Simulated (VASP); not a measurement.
# Si (P6_3/mmc) in VASP: a series of runs

Si is run at these levels: r2SCAN; tasks: single point.

Program: VASP 6.6.1. These are calculated values, not measurements. Logs are shortened: lines on timing, memory, paths and dates and some standing lists are left out, and cuts for length are marked.

## 1. The cell of the first run

It takes space group P6_3/mmc (No. 194, hexagonal). The conventional cell has a = 2.718 Å, b = 2.718 Å, c = 4.553 Å, α = 90.00°, β = 90.00°, γ = 120.00°. Si (site symmetry -6m2) has 12 Si at 2.72 to 2.77 Å within 3.6 Å.

This isn't the form of Si at room conditions, which is diamond.

## 2. Single point, r2SCAN (strain +0.030 along x and y, +0.000 along z)

Input file POSCAR:

```
Si
1.0
    2.7183707177      0.0000000000      0.0000000000
   -1.3591853589      2.3541780984      0.0000000000
    0.0000000000      0.0000000000      4.5531575356
Si
2
Direct
    0.3333333333      0.6666666667      0.2500000000
    0.6666666667      0.3333333333      0.7500000000
```

Input file INCAR.step1:

```
PREC = Accurate
ENCUT = 520
ISMEAR = 0
SIGMA = 0.15
LREAL = False
LASPH = True
NELM = 80
NBANDS = 11
GGA = PE
ALGO = Normal
EDIFF = 1E-4
LWAVE = True
LCHARG = False
```

Input file INCAR.step2:

```
PREC = Accurate
ENCUT = 520
EDIFF = 1E-6
ISMEAR = 0
SIGMA = 0.15
LREAL = False
LASPH = True
NELM = 80
ALGO = Normal
ISIF = 2
LWAVE = False
LCHARG = False
METAGGA = R2SCAN
LMIXTAU = True
NBANDS = 11
ISTART = 1
```

Input file KPOINTS:

```
regular mesh
0
Gamma
  24 24 14
```

Potentials or basis: VASP PAW PBE potentials, release 64 (Si).

Command:

```console
$ cat potpaw_PBE.64/Si/POTCAR > POTCAR
$ cp INCAR.step1 INCAR
$ mpirun -np 1 vasp_std > vasp.out
$ cp INCAR.step2 INCAR
$ mpirun -np 1 vasp_std > vasp.out
```

OUTCAR:

```text
PREC = Accurate
   ENCUT = 520
   EDIFF = 1E-6
   ISMEAR = 0
   LREAL = False
   LASPH = True
   NELM = 80
   ISIF = 2
   METAGGA = R2SCAN
   ISTART = 1

 ion  position               nearest neighbor table
   1  0.333  0.667  0.250-   2 2.77   2 2.77   2 2.77   2 2.77   2 2.77   2 2.77
   2  0.667  0.333  0.750-   1 2.77   1 2.77   1 2.77   1 2.77   1 2.77   1 2.77

  LATTYP: Found a hexagonal cell.
 ALAT       =     2.7183707177
 C/A-ratio  =     1.6749582777

  Lattice vectors:

 A1 = (   2.7183707177,   0.0000000000,   0.0000000000)
 A2 = (  -1.3591853589,   2.3541780984,   0.0000000000)
 A3 = (   0.0000000000,   0.0000000000,   4.5531575356)

Analysis of symmetry for initial positions (statically):
=====================================================================
 Subroutine PRICEL returns:
 Original cell was already a primitive cell.

 Routine SETGRP: Setting up the symmetry group for a
 hexagonal supercell.

 Subroutine GETGRP returns: Found 24 space group operations
 (whereof 12 operations were pure point group operations)
 out of a pool of 24 trial point group operations.

The static configuration has the point symmetry D_3d.
 The point group associated with its full space group is D_6h.

Analysis of symmetry for dynamics (positions and initial velocities):
=====================================================================
 Subroutine PRICEL returns:
 Original cell was already a primitive cell.

 Routine SETGRP: Setting up the symmetry group for a
 hexagonal supercell.

 Subroutine GETGRP returns: Found 24 space group operations
 (whereof 12 operations were pure point group operations)
 out of a pool of 24 trial point group operations.

The dynamic configuration has the point symmetry D_3d.
 The point group associated with its full space group is D_6h.

 Subroutine INISYM returns: Found 24 space group operations
 (whereof 12 operations are pure point group operations),
 and found     1 'primitive' translations

----------------------------------------------------------------------------------------

                                     Primitive cell

  volume of cell :      29.1381

  direct lattice vectors                    reciprocal lattice vectors
     2.718370718  0.000000000  0.000000000     0.367867412  0.212388349  0.000000000
    -1.359185359  2.354178098  0.000000000     0.000000000  0.424776698  0.000000000
     0.000000000  0.000000000  4.553157536     0.000000000  0.000000000  0.219627806

  length of vectors
     2.718370718  2.718370718  4.553157536     0.424776698  0.424776698  0.219627806

  position of ions in fractional coordinates (direct lattice)
     0.333333333  0.666666667  0.250000000
     0.666666667  0.333333333  0.750000000

  ion indices of the primitive-cell ions
   primitive index   ion index
                 1           1
                 2           2

----------------------------------------------------------------------------------------

 KPOINTS: regular mesh

Automatic generation of k-mesh.
 Grid dimensions read from file:
 generate k-points for:   24   24   14

 Generating k-lattice:

  Cartesian coordinates                     Fractional coordinates (reciprocal lattice)
     0.015327809  0.008849515  0.000000000     0.041666667  0.000000000  0.000000000
     0.000000000  0.017699029  0.000000000     0.000000000  0.041666667  0.000000000
     0.000000000  0.000000000  0.015687700     0.000000000  0.000000000  0.071428571

  Length of vectors
     0.017699029  0.017699029  0.015687700

  Shift w.r.t. Gamma in fractional coordinates (k-lattice)
     0.000000000  0.000000000  0.000000000

 Subroutine IBZKPT returns following result:
 ===========================================

 Found    488 irreducible k-points:

 Following reciprocal coordinates:
            Coordinates               Weight
  0.000000  0.000000  0.000000      1.000000
  0.041667 -0.000000  0.000000      6.000000
  0.083333 -0.000000  0.000000      6.000000
  0.125000 -0.000000  0.000000      6.000000
  0.166667 -0.000000  0.000000      6.000000
  0.208333 -0.000000  0.000000      6.000000
[... 16 lines left out ...]
  0.416667  0.041667  0.000000     12.000000
  0.458333  0.041667  0.000000     12.000000
 [... further k-points ...]
   k-points           NKPTS =    488   k-points in BZ     NKDIM =    488   number of bands    NBANDS=     11
   number of dos      NEDOS =    301   number of ions     NIONS =      2
   total plane-waves  NPLWV =  14400
   dimension x,y,z NGX =    20 NGY =   20 NGZ =   36
   dimension x,y,z NGXF=    40 NGYF=   40 NGZF=   72
   ions per type =               2
   NGX,Y,Z   is equivalent  to a cutoff of  12.23, 12.23, 13.14 a.u.
   NGXF,Y,Z  is equivalent  to a cutoff of  24.46, 24.46, 26.29 a.u.
 SYSTEM =  unknown system
   PREC   = accura    normal or accurate (medium, high low for compatibility)
   ISTART =      1    job   : 0-new  1-cont  2-samecut
   ICHARG =      0    charge: 1-file 2-atom 10-const
   ISPIN  =      1    spin polarized calculation?
   LNONCOLLINEAR =      F non collinear calculations
   LSORBIT =      F    spin-orbit coupling
   LASPH  =      T    aspherical Exc in radial PAW
   ENCUT  =  520.0 eV  38.22 Ry    6.18 a.u.   5.05  5.05  8.47*2*pi/ulx,y,z
   NELM   =     80;   NELMIN=  2; NELMDL=  0     # of ELM steps
   EDIFF  = 0.1E-05   stopping-criterion for ELM
   LREAL  =      F    real-space projection
   EDIFFG = 0.1E-04   stopping-criterion for IOM
   NSW    =      0    number of steps for IOM
   IBRION =     -1    ionic relax: 0-MD 1-quasi-New 2-CG
   NFREE  =      0    steps in history (QN), initial steepest desc. (CG)
   ISIF   =      2    stress and relaxation
   ISYM   =      2    0-nonsym 1-usesym 2-fastsym
   POTIM  = 0.5000    time-step for ionic-motion
   TEBEG  =    0.0;   TEEND  =   0.0 temperature during run
   PSTRESS=    0.0 pullay stress
   NELECT =       8.0000    total number of electrons
   NUPDOWN=      -1.0000    fix difference up-down
   EMIN   =  10.00;   EMAX   =-10.00  energy-range for DOS
   EFERMI =   0.00;   METHOD = LEGACY
   ISMEAR =     0;   SIGMA  =   0.15  broadening in eV -4-tet -1-fermi 0-gaus
   EFERMI_NEDOS =   21; number of points for ismear=-14 and -15
   IALGO  =     38    algorithm
   IMIX   =      4    mixing-type and parameters
     AMIX     =   0.40;   BMIX     =  1.00
     AMIX_MAG =   1.60;   BMIX_MAG =  1.00
  volume/ion in A,a.u.               =      14.57        98.32
  Fermi-wavevector in a.u.,A,eV,Ry     =   1.064024  2.010713 15.403785  1.132146
  Thomas-Fermi vector in A             =   2.199528
   LORBIT       =      0    0 simple, 1 ext, 2 COOP (PROOUT), +10 PAW based schemes
   METAGGA = R2SCAN    functional components
   LHFCALC =     F    Hartree Fock is set to
   AEXX    =    0.0000 exact exchange contribution
   IVDW    =     0    specifies the selected vdW correction
   LEPSILON=     F    determine dielectric tensor
   LRPA    =     F    only Hartree local field effects (RPA)
 non-spin polarized calculation
 Gauss-broadening in eV      SIGMA  =   0.15
  energy-cutoff  :      520.00
  volume of cell :       29.14
 maximum number of plane-waves:       801
   NGX = 11   NGY = 11   NGZ = 17

 number of electron       8.0000000 magnetization

 Free energy of the ion-electron system (eV)
  ---------------------------------------------------
  ext. energy  EPLUGINS =         0.00000000
  ---------------------------------------------------
  free energy    TOTEN  =       -16.11301888 eV

  energy without entropy =      -16.10414011  energy(sigma->0) =      -16.10857950

 E-fermi :  10.1274     XC(G=0): -11.9375

 val. band max:       10.1260343390   @ k =   0.3333   0.3333   0.0000
 cond. band min:      10.1334089862   @ k =   0.2083   0.1667   0.0000
 fundamental gap:      0.0073746471
 Fermi energy:        10.1274177943

 k-point     1 :       0.0000    0.0000    0.0000
  band No.  band energies     occupation
      1      -5.1844      2.00000
      2       1.7359      2.00000
      3       2.5929      2.00000
      4      19.2320      0.00000
      5      19.2320      0.00000
      6      20.6288      0.00000
      7      20.6288      0.00000
      8      21.4712      0.00000
      9      21.8247      0.00000
     10      23.8412      0.00000
     11      24.7362      0.00000

 k-point     2 :       0.0417   -0.0000    0.0000
  band No.  band energies     occupation
      1      -5.1360      2.00000
      2       1.7836      2.00000
      3       2.6388      2.00000
      4      18.3775      0.00000
      5      18.7607      0.00000
      6      20.4668      0.00000
      7      21.1311      0.00000
      8      21.4470      0.00000
      9      22.2745      0.00000
     10      23.8052      0.00000
     11      24.2487      0.00000

 k-point     3 :       0.0833   -0.0000    0.0000
  band No.  band energies     occupation
      1      -4.9908      2.00000
      2       1.9264      2.00000
      3       2.7763      2.00000
      4      16.7958      0.00000
      5      17.9852      0.00000
      6      19.9887      0.00000
      7      21.3285      0.00000
      8      21.8725      0.00000
      9      22.4594      0.00000
     10      22.9136      0.00000
     11      23.7764      0.00000
[... 267 lines left out ...]
 k-point    23 :       0.4167    0.0417    0.0000
  band No.  band energies     occupation
      1       0.1061      2.00000
      2       3.5467      2.00000
      3       6.9317      2.00000
      4       7.5280      2.00000
      5      10.2062      0.45777
      6      11.2608      0.00000
      7      13.1529      0.00000
      8      17.1341      0.00000
      9      18.8362      0.00000
     10      21.0444      0.00000
     11      23.4285      0.00000

 k-point    24 :       0.4583    0.0417    0.0000
  band No.  band energies     occupation
      1       1.0856      2.00000
      2       2.3952      2.00000
      3       7.8980      2.00000
      4       8.2638      2.00000
      5       9.0760      2.00000
      6      10.3530      0.03340
      7      13.0660      0.00000
      8      17.0481      0.00000
      9      18.7588      0.00000
     10      20.9554      0.00000
     11      23.3700      0.00000

 [... further k-points ...]

------------------------ aborting loop because EDIFF is reached ----------------------------------------

  FORCE on cell =-STRESS in cart. coord.  units (eV):
  Direction    XX          YY          ZZ          XY          YZ          ZX
  --------------------------------------------------------------------------------------
  -------------------------------------------------------------------------------------
  Total       -1.0294741     -1.0294741     -0.5858470      0.0000000      0.0000000     -0.0000000
  in kB      -56.6063718    -56.6063718    -32.2132165      0.0000000      0.0000000     -0.0000000
  external PRESSURE =     -48.4753200 kB  Pullay stress =       0.0000000 kB

 VOLUME and BASIS-vectors are now :
 -----------------------------------------------------------------------------
  energy-cutoff  :      520.00
  volume of cell :       29.14
      direct lattice vectors                 reciprocal lattice vectors
     2.718370718  0.000000000  0.000000000     0.367867412  0.212388349  0.000000000
    -1.359185359  2.354178098  0.000000000     0.000000000  0.424776698  0.000000000
     0.000000000  0.000000000  4.553157536     0.000000000  0.000000000  0.219627806

 POSITION                                       TOTAL-FORCE (eV/Angst)
 -----------------------------------------------------------------------------------
     -0.00000      1.56945      1.13829         0.000000     -0.000000      0.000000
      1.35919      0.78473      3.41487        -0.000000      0.000000      0.000000
 -----------------------------------------------------------------------------------
    total drift:                               -0.000000      0.000000     -0.000000

  FREE ENERGIE OF THE ION-ELECTRON SYSTEM (eV)
  ---------------------------------------------------
  free  energy   TOTEN  =       -16.1130188822 eV

  energy  without entropy=      -16.1041401120  energy(sigma->0) =      -16.10857950
```

It took 6 min on 1 thread of AMD EPYC 9R14 (Zen 4), shared host; peak memory 0.2 GiB.

Results:

- Free energy: -16.1130 eV
- Pressure: -4.8 GPa
- Band gap on the k mesh: zero (bands 4 and 5 overlap by 13.23 eV)

Levels at points of the mesh, in eV from the Fermi level:
```
           k point  band 1  band 2  band 3  band 4  band 5  band 6  band 7  band 8  band 9
(0.00, 0.00, 0.00)  -15.31   -8.39   -7.53    9.10    9.10   10.50   10.50   11.34   11.70
(0.50, 0.00, 0.00)   -8.77   -8.10   -1.92   -1.75   -1.45    0.03    3.70    6.08    9.12
(0.00, 0.00, 0.50)  -13.46  -13.46    0.85    0.85   10.51   10.51   10.51   10.51   12.44
(0.50, 0.00, 0.50)   -6.98   -6.98   -6.29   -6.29    5.32    5.32    6.09    6.09    7.21
```

Caveat: the cell differs from its parent crystal (strain +0.030 along x and y, +0.000 along z); the cell stands under tension; the PAW data sets were made with another functional, which shifts forces and pressure a little.

## 3. Single point, r2SCAN (strain +0.015 along x and y, +0.030 along z)

Input file POSCAR:

```
Si
1.0
    2.6787827946      0.0000000000      0.0000000000
   -1.3393913973      2.3198939513      0.0000000000
    0.0000000000      0.0000000000      4.6897522617
Si
2
Direct
    0.3333333333      0.6666666667      0.2500000000
    0.6666666667      0.3333333333      0.7500000000
```

Input file INCAR.step1:

```
SYSTEM = Si
PREC = Accurate
ENCUT = 520
ISMEAR = 0
SIGMA = 0.15
LREAL = .FALSE.
LASPH = .TRUE.
NELM = 60
NBANDS = 11
GGA = PE
ALGO = Normal
EDIFF = 1E-4
LWAVE = .TRUE.
LCHARG = .FALSE.
```

Input file INCAR.step2:

```
SYSTEM = Si
PREC = Accurate
ENCUT = 520
EDIFF = 1E-6
ISMEAR = 0
SIGMA = 0.15
LREAL = .FALSE.
LASPH = .TRUE.
NELM = 60
ALGO = Normal
ISIF = 2
LWAVE = .FALSE.
LCHARG = .FALSE.
METAGGA = R2SCAN
LMIXTAU = .TRUE.
NBANDS = 11
ISTART = 1
```

Input file KPOINTS:

```
regular mesh
0
G
  24 24 14
  0 0 0
```

Potentials or basis: VASP PAW PBE potentials, release 64 (Si).

Command:

```console
$ cat potpaw_PBE.64/Si/POTCAR > POTCAR
$ cp INCAR.step1 INCAR
$ mpirun -np 1 vasp_std > vasp.out
$ cp INCAR.step2 INCAR
$ mpirun -np 1 vasp_std > vasp.out
```

Wall time 3.5 min (1 thread of Intel Xeon Platinum 8488C (Sapphire Rapids), shared host); peak memory 0.23 GiB.

Results (log left out):

| Property | Result |
| --- | --- |
| Free energy | -16.1166 eV |
| Pressure | -4.5 GPa |
| Band gap on the k mesh | zero (bands 4 and 5 overlap by 13.79 eV) |

Stress tensor (GPa, compression positive):
```
-4.05  0.00  0.00
 0.00 -4.05  0.00
 0.00  0.00 -5.53
```

Levels at points of the mesh, in eV from the Fermi level:
| k point | band 2 | band 3 | band 4 | band 5 | band 6 | band 7 |
| --- | --- | --- | --- | --- | --- | --- |
| (0.00, 0.00, 0.00) | -9.03 | -7.69 | 9.94 | 9.94 | 10.05 | 10.81 |
| (0.50, 0.00, 0.00) | -7.95 | -2.39 | -1.84 | -1.66 | 0.06 | 4.30 |
| (0.00, 0.00, 0.50) | -13.56 | 0.00 | 0.00 | 11.24 | 11.24 | 11.24 |
| (0.50, 0.00, 0.50) | -6.84 | -6.23 | -6.23 | 5.60 | 5.60 | 5.79 |

Caveat: the cell differs from its parent crystal (strain +0.015 along x and y, +0.030 along z); the cell stands under tension; the PAW data sets were made with another functional, which shifts forces and pressure a little.

## 4. Single point, r2SCAN (strain +0.030 along x and y, +0.015 along z)

Input file POSCAR:

```
Si
1.0
    2.7183707177      0.0000000000      0.0000000000
   -1.3591853589      2.3541780984      0.0000000000
    0.0000000000      0.0000000000      4.6214548986
Si
2
Direct
    0.3333333333      0.6666666667      0.2500000000
    0.6666666667      0.3333333333      0.7500000000
```

Input file INCAR.step1:

```
  PREC = Accurate
  ENCUT = 520
  ISMEAR = 0
  SIGMA = 0.15
  LREAL = F
  LASPH = T
  NELM = 60
  NBANDS = 11
  GGA = PE
  ALGO = Normal
  EDIFF = 1E-4
  LWAVE = T
  LCHARG = F
```

Input file INCAR.step2:

```
  PREC = Accurate
  ENCUT = 520
  EDIFF = 1E-6
  ISMEAR = 0
  SIGMA = 0.15
  LREAL = F
  LASPH = T
  NELM = 60
  ALGO = Normal
  ISIF = 2
  LWAVE = F
  LCHARG = F
  METAGGA = R2SCAN
  LMIXTAU = T
  NBANDS = 11
  ISTART = 1
```

Input file KPOINTS:

```
Automatic mesh
0
Gamma
  24 24 14
```

Command:

```console
$ cat potpaw_PBE.64/Si/POTCAR > POTCAR
$ cp INCAR.step1 INCAR
$ mpirun -np 1 vasp_std > vasp.out
$ cp INCAR.step2 INCAR
$ mpirun -np 1 vasp_std > vasp.out
```

It took 3.5 min on 1 thread of Intel Xeon Platinum 8488C (Sapphire Rapids), shared host; peak memory 0.23 GiB.

Results (log left out):

* Free energy: -16.1026 eV
* Pressure: -5.7 GPa
* Band gap on the k mesh: zero (bands 4 and 5 overlap by 13.30 eV)

Stress tensor (GPa, compression positive):
```
-6.34  0.00  0.00
 0.00 -6.34  0.00
 0.00  0.00 -4.54
```

Levels at points of the mesh, in eV from the Fermi level:
```tsv
k point	band 1	band 2	band 3	band 4	band 5	band 6	band 7	band 8
(0.00, 0.00, 0.00)	-15.16	-8.55	-7.48	9.26	9.26	10.63	10.63	10.75
(0.50, 0.00, 0.00)	-8.61	-7.95	-2.07	-1.68	-1.62	0.10	3.86	6.22
(0.00, 0.00, 0.50)	-13.36	-13.36	0.56	0.56	10.60	10.60	10.60	10.60
(0.50, 0.00, 0.50)	-6.86	-6.86	-6.20	-6.20	5.41	5.41	5.84	5.84
```

Caveat: the cell differs from its parent crystal (strain +0.030 along x and y, +0.015 along z); the cell stands under tension; the PAW data sets were made with another functional, which shifts forces and pressure a little.

[end of part 1 of 2]
